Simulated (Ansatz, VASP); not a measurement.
CuAu in VASP and in Ansatz

```
CELL_PARAMETERS angstrom
2.90930 0.00000 0.00000
0.00000 2.90930 0.00000
0.00000 0.00000 3.54252
ATOMIC_POSITIONS crystal
Cu 0.50000 0.50000 0.50000
Au 0.00000 0.00000 0.00000
```

Alike in both runs: functional PBE; k mesh 15 × 15 × 11; occupations fermi-dirac, width 0.05 eV; no spin polarisation.

Ansatz relaxed the structure, and its values are those at the end. VASP's run is a single point on that final structure, the one shown.

|  | VASP | Ansatz |
| --- | --- | --- |
| version | VASP 6.6.1 | Ansatz 0.2.0 |
| potentials or method | VASP PAW PBE potentials, release 64 (Cu, Au) | PAW with Ansatz's default frozen-core files, scalar-relativistic |
| plane-wave cutoff (eV) | 520 | 420 |
| valence electrons in the cell | 22 | 38 |

```csv
,VASP,Ansatz,Ansatz less VASP
pressure (GPa),0.0,0.0,-0.05
```

VASP's potentials hold 22 valence electrons a cell and Ansatz's 38, so a difference there can come from the potentials and not from the codes.

Neither program's run includes spin-orbit coupling.
